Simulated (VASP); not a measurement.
Mn3RhPb:

```xyz
5
Lattice="4.4398 0.0000 0.0000 0.0000 4.4398 0.0000 0.0000 0.0000 4.4398" Properties=species:S:1:pos:R:3 pbc="T T T"
Pb    0.0000    0.0000    0.0000
Rh    2.2199    2.2199    2.2199
Mn    0.0000    2.2199    2.2199
Mn    2.2199    0.0000    2.2199
Mn    2.2199    2.2199    0.0000
```

Base run:

| Quantity | Value |
| --- | --- |
| Program | VASP 6.6.1 |
| Functional | PBE |
| Potentials or basis | VASP PAW PBE potentials, release 64 (Pb_d, Rh_pv, Mn_pv) |
| Cutoff | 500 eV |
| k mesh | 4 × 4 × 4 |
| Occupations | methfessel-paxton, width 0.0214 eV |
| Spin | no spin polarisation |

Its results: band gap on the k mesh zero (bands 34 and 35 overlap by 1.11 eV); pressure 3.9 GPa.

Problem. The run is repeated on the same cell with these changes: hubbard terms from none to Rh d U = 5.0 eV. What comes out?

Solution. Band gap on the k mesh zero (bands 34 and 35 overlap by 1.08 eV); pressure 1.5 GPa.

Caveats: spin-orbit coupling is left out, which moves the levels of the heavy elements; the run has no spin polarisation, though such a crystal can be magnetic; the cell stands under pressure (at least some runs); U without spin polarisation on a metal has little footing (at least some runs); the U is typed as a test and isn't derived for this compound (at least some runs).
